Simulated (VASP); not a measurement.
Set up this calculation in VASP 6.6.1, as the native input.

- Task: single point
- Functional: PBEsol
- Potentials or basis: VASP PAW PBE potentials, release 64 (Si, Ge_d)
- Cutoff: 520 eV
- k mesh: 12 × 12 × 6
- Occupations: gaussian, width 0.02 eV
- Spin: no spin polarisation
- Dipole correction: no
- Further INCAR settings: ALGO = Normal; EDIFF = 1e-06; NBANDS = 26

The structure of SiGe lies in POSCAR:

```
SiGe
1.0
    3.8713424164      0.0000000000      0.0000000000
   -1.9356712082      3.3526808794      0.0000000000
    0.0000000000      0.0000000000      6.6366945553
Si Ge
2 2
Direct
    0.6666666673      0.3333333327      0.8732683032
    0.3333333327      0.6666666673      0.3732683032
    0.6666666662      0.3333333338      0.5017306968
    0.3333333338      0.6666666662      0.0017306968
```

This cell differs from its parent crystal: uniaxial strain along c: +3.0 %.

The input as run:

INCAR

```
SYSTEM = SiGe
PREC = Accurate ; ENCUT = 520
EDIFF = 1E-6 ; ISMEAR = 0
SIGMA = 0.02 ; LREAL = .FALSE.
LASPH = .TRUE. ; NELM = 100
ALGO = Normal ; ISIF = 2
LWAVE = .FALSE. ; LCHARG = .TRUE.
GGA = PS ; LELF = .TRUE.
LVHAR = .TRUE. ; NBANDS = 26
```

KPOINTS

```
regular mesh
0
G
  12 12 6
  0 0 0
```

Potentials or basis: VASP PAW PBE potentials, release 64 (Si, Ge_d).

The run is started by

```sh
$ cat potpaw_PBE.64/Si/POTCAR potpaw_PBE.64/Ge_d/POTCAR > POTCAR
$ mpirun -np 1 vasp_std > vasp.out
```

Results of the run:

```json
{
 "Pressure": "-1.1 GPa",
 "Largest force": "0.116 eV/Å",
 "Band gap on the k mesh": "0.26 eV, indirect (least direct gap 0.73 eV)"
}
```

Caveat: the cell differs from its parent crystal (uniaxial strain along c: +3.0 %); the PAW data sets were made with another functional, which shifts forces and pressure a little.

It took 76 s on 1 thread of Intel(R) Xeon(R) 6975P-C (Granite Rapids) (shared host), peak memory 0.29 GiB.
